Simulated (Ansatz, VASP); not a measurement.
Two plane-wave programs on LiH

```
Li H
1.0
     0.00000    2.00305    2.00305
     2.00305    0.00000    2.00305
     2.00305    2.00305    0.00000
Li H
1 1
Direct
  0.00000 0.00000 0.00000
  0.50000 0.50000 0.50000
```

Alike in both runs: functional PBE; k mesh 10 × 10 × 10; occupations gaussian, width 0.02 eV; no spin polarisation.

Ansatz relaxed the structure, and its values are those at the end. VASP's run is a single point on that final structure, the one shown.

```csv
,VASP,Ansatz
version,VASP 6.6.1,Ansatz 0.2.0
potentials or method,"VASP PAW PBE potentials, release 64 (Li_sv, H), cutoff 520 eV","scalar-relativistic, plane waves, PAW"
valence electrons in the cell,4,4
```

|  | VASP | Ansatz | Ansatz less VASP |
| --- | --- | --- | --- |
| gap on the k mesh at the Fermi level (eV) | 2.98 | 2.98 | +0.006 |
| least direct gap on the mesh (eV) | 2.98 | 2.98 | +0.006 |

Noted on VASP's run: the cutoff is short for stress, so the pressure is rough.
